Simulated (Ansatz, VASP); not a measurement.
## Ga2O3 in VASP and in Ansatz

```
Ga O
1.0
     6.10700   -1.51855    0.00000
     6.10700    1.51855    0.00000
    -1.38599    0.00000    5.63001
Ga O
4 6
Direct
  0.09146 0.09146 0.79571
  0.90854 0.90854 0.20429
  0.65923 0.65923 0.31328
  0.34077 0.34077 0.68672
  0.16900 0.16900 0.10896
  0.83100 0.83100 0.89104
  0.17221 0.17221 0.56020
  0.82779 0.82779 0.43980
  0.49645 0.49645 0.25364
  0.50355 0.50355 0.74636
```

Alike in both runs: functional PBE; k mesh 8 × 8 × 4; no spin polarisation.

Ansatz relaxed the structure, and its values are those at the end. VASP's run is a single point on that final structure, the one shown.

```csv
,VASP,Ansatz
version,VASP 6.6.1,Ansatz 0.2.0
potentials or method,"VASP PAW PBE potentials, release 64 (Ga_d, O)","scalar-relativistic, plane waves, PAW"
plane-wave cutoff (eV),520,420
occupations,"gaussian, width 0.01 eV",fixed
valence electrons in the cell,88,88
```

VASP gave:

```
gap on the k mesh at the Fermi level (eV) : 2.37
least direct gap on the mesh (eV)         : 2.40
pressure (GPa)                            : 9.0
rms of the force components (eV/Å)        : 0.010
```

Q: Which values does Ansatz return?

A: gap on the k mesh at the Fermi level (eV): 2.39; least direct gap on the mesh (eV): 2.41; pressure (GPa): 8.4; rms of the force components (eV/Å): 0.001.

Ansatz's warnings: stress scf threshold loose.
